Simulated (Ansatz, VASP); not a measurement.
Os2O in VASP and in Ansatz

```
Os O
1.0
     2.74671    0.00000    0.00000
    -1.37336    2.37872    0.00000
     0.00000    0.00000   11.12903
Os O
4 2
Direct
  0.33333 0.66667 0.59195
  0.66667 0.33333 0.09195
  0.33333 0.66667 0.90805
  0.66667 0.33333 0.40805
  0.33333 0.66667 0.25000
  0.66667 0.33333 0.75000
```

Alike in both runs: task relaxation of cell and atoms; functional PBE; k mesh 18 × 18 × 4; occupations gaussian, width 0.1 eV; no spin polarisation.

|  | VASP | Ansatz |
| --- | --- | --- |
| version | VASP 6.6.1 | Ansatz 0.2.0 |
| potentials or method | VASP PAW PBE potentials, release 64 (Os, O), cutoff 600 eV | scalar-relativistic, plane waves, PAW |
| valence electrons in the cell | 44 | 76 |

```csv
,VASP,Ansatz,Ansatz less VASP
"gap on the k mesh at the Fermi level, each at its own relaxed structure (eV)",none,none,-
relaxed volume (Å³/atom),12.11,12.10,-0.010
relaxed cell length with the largest relative difference (Å),2.748,2.747,-0.0016
```

A gap of «none» marks a metal or a gap that the smearing closes. VASP's potentials hold 44 valence electrons a cell and Ansatz's 76, so a difference there can come from the potentials and not from the codes.

Spin-orbit coupling is off throughout. Noted on VASP's run: too few bands were computed for a metal, which touches its energy and stress.
